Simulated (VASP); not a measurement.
InAs (f.blda), 2 atoms in the cell. The structure is cubic, space group F-43m (No. 216). The conventional cell has a = 6.026 Å, b = 6.026 Å, c = 6.026 Å, α = 90.00°, β = 90.00°, γ = 90.00°. Within 3.4 Å of In (site symmetry -43m) lie 4 As at 2.61 Å. As (site symmetry -43m) has 4 In at 2.61 Å within 3.4 Å. 

```yaml
Program: VASP 6.6.1
Task: single point
Functional: LDA
Potentials_or_basis: VASP PAW LDA potentials, release 64 (In_d, As)
Cutoff: 500 eV
k_mesh: 12 × 12 × 12
Occupations: gaussian, width 0.1 eV
Spin: no spin polarisation
Dipole_correction: no
Further_INCAR_settings: ALGO = Normal; EDIFF = 1e-06; NBANDS = 16
```

Potentials or basis: VASP PAW LDA potentials, release 64 (In_d, As).

Command:

```sh
$ cat potpaw_LDA.64/In_d/POTCAR potpaw_LDA.64/As/POTCAR > POTCAR
$ mpirun -np 1 vasp_std > vasp.out
```

Hardware: 1 thread of Intel Xeon 8259CL (shared host).

How long does it take, and how much memory?

It took 60 s on 1 thread of Intel Xeon 8259CL (shared host), peak memory 0.19 GiB. Counts: scf iterations 13, k points 72.
